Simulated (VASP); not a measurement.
# Si3N4 (P6_3/m) in VASP: single point with PBE+D3(BJ)

Aim: the single point of Si3N4 with PBE+D3(BJ).

All numbers are computed with VASP 6.6.1; they aren't measurements. Logs are shortened: lines on timing, memory, paths and dates and some standing lists are left out, and cuts for length are marked.

**1. The cell of the first run**

The structure is hexagonal, space group P6_3/m (No. 176). Conventional cell: a = 7.619 Å, b = 7.619 Å, c = 2.911 Å, α = 90.00°, β = 90.00°, γ = 120.00°. Si (site symmetry m) has 4 N at 1.73 to 1.74 Å within 2.3 Å. N (site symmetry m) has 3 Si at 1.74 Å within 2.3 Å. N (site symmetry -6) has 3 Si at 1.73 Å within 2.3 Å.

**2. Single point, PBE+D3(BJ)**

Input file INCAR:

```
SYSTEM = Si3N4
ALGO = Normal ; EDIFF = 1E-6
ENCUT = 520 ; GGA = PE
ISIF = 2 ; ISMEAR = 0
IVDW = 12 ; LASPH = .True.
LCHARG = .False. ; LREAL = .False.
LWAVE = .False. ; NBANDS = 45
NELM = 60 ; PREC = Accurate
SIGMA = 0.02
```

Input file KPOINTS:

```
k-points
0
Gamma
  6 6 8
  0 0 0
```

Input file POSCAR:

```
Si3N4
1.0
    7.6186784880      0.0000000000      0.0000000000
   -3.8093392440      6.5979691139      0.0000000000
    0.0000000000      0.0000000000      2.9113710586
Si N
6 8
Direct
    0.7678339799      0.1740603989      0.2489139805
    0.5937735810      0.7678339799      0.7489139805
    0.8259396011      0.5937735810      0.2489139805
    0.2321660201      0.8259396011      0.7489139805
    0.4062264190      0.2321660201      0.2489139805
    0.1740603989      0.4062264190      0.7489139805
    0.0298847011      0.3299421406      0.2489167550
    0.6999425605      0.0298847011      0.7489167550
    0.6700578594      0.6999425605      0.2489167550
    0.9701152989      0.6700578594      0.7489167550
    0.3000574395      0.9701152989      0.2489167550
    0.3299421406      0.3000574395      0.7489167550
    0.6666666667      0.3333333333      0.2489077933
    0.3333333333      0.6666666667      0.7489077933
```

Potentials or basis: VASP PAW PBE potentials, release 64 (Si, N).

The run is started by

```console
cat potpaw_PBE.64/Si/POTCAR potpaw_PBE.64/N/POTCAR > POTCAR
mpirun -np 1 vasp_std > vasp.out
```

OUTCAR:

```text
SYSTEM = Si3N4
   EDIFF = 1E-6
   ENCUT = 520
   GGA = PE
   ISIF = 2
   ISMEAR = 0
   IVDW = 12
   LASPH = .True.
   LREAL = .False.
   NELM = 60
   PREC = Accurate
 IVDW          = 12

 ion  position               nearest neighbor table
   1  0.768  0.174  0.249-  13 1.73   8 1.74   8 1.74   7 1.74   5 3.00   3 3.00   6 3.06   6 3.06
                             2 3.06   2 3.06
   2  0.594  0.768  0.749-  14 1.73   9 1.74   9 1.74   8 1.74   4 3.00   6 3.00   3 3.06   3 3.06
                             1 3.06   1 3.06
   3  0.826  0.594  0.249-  13 1.73  10 1.74  10 1.74   9 1.74   5 3.00   1 3.00   2 3.06   2 3.06
                             4 3.06   4 3.06
   4  0.232  0.826  0.749-  14 1.73  11 1.74  11 1.74  10 1.74   2 3.00   6 3.00   3 3.06   3 3.06
                             5 3.06   5 3.06
   5  0.406  0.232  0.249-  13 1.73  12 1.74  12 1.74  11 1.74   1 3.00   3 3.00   6 3.06   6 3.06
                             4 3.06   4 3.06
   6  0.174  0.406  0.749-  14 1.73   7 1.74   7 1.74  12 1.74   2 3.00   4 3.00   5 3.06   5 3.06
                             1 3.06   1 3.06
   7  0.030  0.330  0.249-   6 1.74   6 1.74   1 1.74
   8  0.700  0.030  0.749-   1 1.74   1 1.74   2 1.74
   9  0.670  0.700  0.249-   2 1.74   2 1.74   3 1.74
  10  0.970  0.670  0.749-   3 1.74   3 1.74   4 1.74
  11  0.300  0.970  0.249-   4 1.74   4 1.74   5 1.74
  12  0.330  0.300  0.749-   5 1.74   5 1.74   6 1.74
  13  0.667  0.333  0.249-   1 1.73   3 1.73   5 1.73
  14  0.333  0.667  0.749-   4 1.73   6 1.73   2 1.73

  LATTYP: Found a hexagonal cell.
 ALAT       =     7.6186784880
 C/A-ratio  =     0.3821359653

  Lattice vectors:

 A1 = (   7.6186784880,   0.0000000000,   0.0000000000)
 A2 = (  -3.8093392440,   6.5979691139,   0.0000000000)
 A3 = (   0.0000000000,   0.0000000000,   2.9113710586)

Analysis of symmetry for initial positions (statically):
=====================================================================
 Subroutine PRICEL returns:
 Original cell was already a primitive cell.

 Routine SETGRP: Setting up the symmetry group for a
 hexagonal supercell.

 Subroutine GETGRP returns: Found  6 space group operations
 (whereof  3 operations were pure point group operations)
 out of a pool of 24 trial point group operations.

The static configuration has the point symmetry C_3 .
 The point group associated with its full space group is C_6 .

Analysis of symmetry for dynamics (positions and initial velocities):
=====================================================================
 Subroutine PRICEL returns:
 Original cell was already a primitive cell.

 Routine SETGRP: Setting up the symmetry group for a
 hexagonal supercell.

 Subroutine GETGRP returns: Found  6 space group operations
 (whereof  3 operations were pure point group operations)
 out of a pool of 24 trial point group operations.

The dynamic configuration has the point symmetry C_3 .
 The point group associated with its full space group is C_6 .

 Subroutine INISYM returns: Found  6 space group operations
 (whereof  3 operations are pure point group operations),
 and found     1 'primitive' translations

----------------------------------------------------------------------------------------

                                     Primitive cell

  volume of cell :     146.3482

  direct lattice vectors                    reciprocal lattice vectors
     7.618678488  0.000000000  0.000000000     0.131256359  0.075780894  0.000000000
    -3.809339244  6.597969114  0.000000000     0.000000000  0.151561789  0.000000000
     0.000000000  0.000000000  2.911371059     0.000000000  0.000000000  0.343480779

  length of vectors
     7.618678488  7.618678488  2.911371059     0.151561789  0.151561789  0.343480779

  position of ions in fractional coordinates (direct lattice)
     0.767833980  0.174060399  0.248913980
     0.593773581  0.767833980  0.748913980
     0.825939601  0.593773581  0.248913980
     0.232166020  0.825939601  0.748913980
     0.406226419  0.232166020  0.248913980
     0.174060399  0.406226419  0.748913980
     0.029884701  0.329942141  0.248916755
     0.699942560  0.029884701  0.748916755
     0.670057859  0.699942560  0.248916755
     0.970115299  0.670057859  0.748916755
     0.300057440  0.970115299  0.248916755
     0.329942141  0.300057440  0.748916755
     0.666666667  0.333333333  0.248907793
     0.333333333  0.666666667  0.748907793
[... 32 lines left out ...]

  Length of vectors
     0.025260298  0.025260298  0.042935097

  Shift w.r.t. Gamma in fractional coordinates (k-lattice)
     0.000000000  0.000000000  0.000000000

 Subroutine IBZKPT returns following result:
 ===========================================

 Found     40 irreducible k-points:

 Following reciprocal coordinates:
            Coordinates               Weight
  0.000000  0.000000  0.000000      1.000000
  0.166667  0.000000  0.000000      6.000000
  0.333333  0.000000  0.000000      6.000000
  0.500000  0.000000  0.000000      3.000000
  0.166667  0.166667  0.000000      6.000000
  0.333333  0.166667  0.000000      6.000000
[... 16 lines left out ...]
 -0.333333  0.500000 -0.250000     12.000000
  0.333333  0.333333  0.250000      4.000000
 [... further k-points ...]
   k-points           NKPTS =     40   k-points in BZ     NKDIM =     40   number of bands    NBANDS=     45
   number of dos      NEDOS =    301   number of ions     NIONS =     14
   total plane-waves  NPLWV =  86400
   dimension x,y,z NGX =    60 NGY =   60 NGZ =   24
   dimension x,y,z NGXF=   120 NGYF=  120 NGZF=   48
   ions per type =               6   8
   NGX,Y,Z   is equivalent  to a cutoff of  13.09, 13.09, 13.70 a.u.
   NGXF,Y,Z  is equivalent  to a cutoff of  26.19, 26.19, 27.41 a.u.
 SYSTEM =  Si3N4
   PREC   = accura    normal or accurate (medium, high low for compatibility)
   ISTART =      0    job   : 0-new  1-cont  2-samecut
   ICHARG =      2    charge: 1-file 2-atom 10-const
   ISPIN  =      1    spin polarized calculation?
   LNONCOLLINEAR =      F non collinear calculations
   LSORBIT =      F    spin-orbit coupling
   LASPH  =      T    aspherical Exc in radial PAW
   ENCUT  =  520.0 eV  38.22 Ry    6.18 a.u.  14.17 14.17  5.41*2*pi/ulx,y,z
   NELM   =     60;   NELMIN=  2; NELMDL= -5     # of ELM steps
   EDIFF  = 0.1E-05   stopping-criterion for ELM
   LREAL  =      F    real-space projection
   EDIFFG = 0.1E-04   stopping-criterion for IOM
   NSW    =      0    number of steps for IOM
   IBRION =     -1    ionic relax: 0-MD 1-quasi-New 2-CG
   NFREE  =      0    steps in history (QN), initial steepest desc. (CG)
   ISIF   =      2    stress and relaxation
   ISYM   =      2    0-nonsym 1-usesym 2-fastsym
   POTIM  = 0.5000    time-step for ionic-motion
   TEBEG  =    0.0;   TEEND  =   0.0 temperature during run
   PSTRESS=    0.0 pullay stress
   NELECT =      64.0000    total number of electrons
   NUPDOWN=      -1.0000    fix difference up-down
   EMIN   =  10.00;   EMAX   =-10.00  energy-range for DOS
   EFERMI =   0.00;   METHOD = LEGACY
   ISMEAR =     0;   SIGMA  =   0.02  broadening in eV -4-tet -1-fermi 0-gaus
   EFERMI_NEDOS =   21; number of points for ismear=-14 and -15
   IALGO  =     38    algorithm
   IMIX   =      4    mixing-type and parameters
     AMIX     =   0.40;   BMIX     =  1.00
     AMIX_MAG =   1.60;   BMIX_MAG =  1.00
  volume/ion in A,a.u.               =      10.45        70.54
  Fermi-wavevector in a.u.,A,eV,Ry     =   1.242622  2.348215 21.008880  1.544109
  Thomas-Fermi vector in A             =   2.376968
   LORBIT       =      0    0 simple, 1 ext, 2 COOP (PROOUT), +10 PAW based schemes
   GGA     = PE    functional components
   LHFCALC =     F    Hartree Fock is set to
   AEXX    =    0.0000 exact exchange contribution
   IVDW    =    12    specifies the selected vdW correction
   LEPSILON=     F    determine dielectric tensor
   LRPA    =     F    only Hartree local field effects (RPA)
 non-spin polarized calculation
 Gauss-broadening in eV      SIGMA  =   0.02
  energy-cutoff  :      520.00
  volume of cell :      146.35
 maximum number of plane-waves:      3966
 NGX is ok and might be reduce to    60
   NGX = 29   NGY = 29   NGZ = 11

 number of electron      63.9999993 magnetization

 Free energy of the ion-electron system (eV)
  ---------------------------------------------------
  ext. energy  EPLUGINS =         0.00000000
  ---------------------------------------------------
  free energy    TOTEN  =      -114.51535456 eV

  energy without entropy =     -114.51535456  energy(sigma->0) =     -114.51535456

 E-fermi :   6.8619     XC(G=0): -10.7842

 val. band max:        6.7020668557   @ k =   0.0000   0.0000   0.1250
 cond. band min:      11.0186041494   @ k =   0.0000   0.0000   0.0000
 fundamental gap:      4.3165372937
 Fermi energy:         6.8618722913

 k-point     1 :       0.0000    0.0000    0.0000
  band No.  band energies     occupation
      1     -11.4727      2.00000
      2     -10.0167      2.00000
      3     -10.0167      2.00000
      4      -9.3846      2.00000
      5      -9.2503      2.00000
      6      -9.2503      2.00000
[... 1117 lines left out ...]
     43      14.9604      0.00000
     44      14.9604      0.00000

 [... further k-points ...]

 [bands above 44 left out]

------------------------ aborting loop because EDIFF is reached ----------------------------------------

 Edisp (eV)   -3.58104

 E8    (eV) :    -1.2748

  FORCE on cell =-STRESS in cart. coord.  units (eV):
  Direction    XX          YY          ZZ          XY          YZ          ZX
  --------------------------------------------------------------------------------------
  -------------------------------------------------------------------------------------
  Total      -0.21396    -0.21396    -0.29027    -0.00000    -0.00000     0.00000
  in kB      -2.34235    -2.34235    -3.17778    -0.00000    -0.00000     0.00000
  external pressure =       -2.62 kB  Pullay stress =        0.00 kB

 VOLUME and BASIS-vectors are now :
 -----------------------------------------------------------------------------
  energy-cutoff  :      520.00
  volume of cell :      146.35
      direct lattice vectors                 reciprocal lattice vectors
     7.618678488  0.000000000  0.000000000     0.131256359  0.075780894  0.000000000
    -3.809339244  6.597969114  0.000000000     0.000000000  0.151561789  0.000000000
     0.000000000  0.000000000  2.911371059     0.000000000  0.000000000  0.343480779

 POSITION                                       TOTAL-FORCE (eV/Angst)
 -----------------------------------------------------------------------------------
      5.18683      1.14845      0.72468        -0.000907      0.005541      0.000178
      1.59883      5.06614      2.18037        -0.005252      0.001985      0.000178
      4.03068      3.91770      0.72468        -0.004345     -0.003555      0.000178
     -1.37749      5.44952      2.18037         0.000907     -0.005541      0.000178
      2.21051      1.53182      0.72468         0.005252     -0.001985      0.000178
     -0.22134      2.68027      2.18037         0.004345      0.003555      0.000178
     -1.02918      2.17695      0.72469        -0.001042     -0.003758     -0.000218
      5.21880      0.19718      2.18037         0.002734     -0.002782     -0.000218
      2.43864      4.61820      0.72469         0.003776      0.000977     -0.000218
      4.83852      4.42102      2.18037         0.001042      0.003758     -0.000218
     -1.40946      6.40079      0.72469        -0.002734      0.002782     -0.000218
      1.37070      1.97977      2.18037        -0.003776     -0.000977     -0.000218
      3.80934      2.19932      0.72466        -0.000000     -0.000000      0.000119
     -0.00000      4.39865      2.18035        -0.000000     -0.000000      0.000119
 -----------------------------------------------------------------------------------
    total drift:                               -0.000000     -0.000000     -0.000300

  FREE ENERGIE OF THE ION-ELECTRON SYSTEM (eV)
  ---------------------------------------------------
  free  energy   TOTEN  =      -118.0963945005 eV

  energy  without entropy=     -118.0963945005  energy(sigma->0) =     -118.09639450
```

Wall time 6.6 min (1 thread of Intel Xeon Platinum 8375C at 2.90GHz (Ice Lake), shared host); peak memory 0.38 GiB.

What came out:

```yaml
Free_energy: -118.0964 eV
Pressure: -0.3 GPa
Largest_force: 0.006 eV/Å
Band_gap_on_the_k_mesh: 4.32 eV, indirect (least direct gap 4.50 eV)
Dispersion_energy_per_atom: -0.256 eV
```

Forces on the atoms (eV/Å):
```
Si  -0.001  0.006  0.000
Si  -0.005  0.002  0.000
Si  -0.004 -0.004  0.000
Si   0.001 -0.006  0.000
Si   0.005 -0.002  0.000
Si   0.004  0.004  0.000
N   -0.001 -0.004  0.000
N    0.003 -0.003  0.000
N    0.004  0.001  0.000
N    0.001  0.004  0.000
N   -0.003  0.003  0.000
N   -0.004 -0.001  0.000
N    0.000  0.000  0.000
N    0.000  0.000  0.000
```

A k mesh can miss the band edges. PBE gaps usually lie below the measured ones, often by a third to a half.
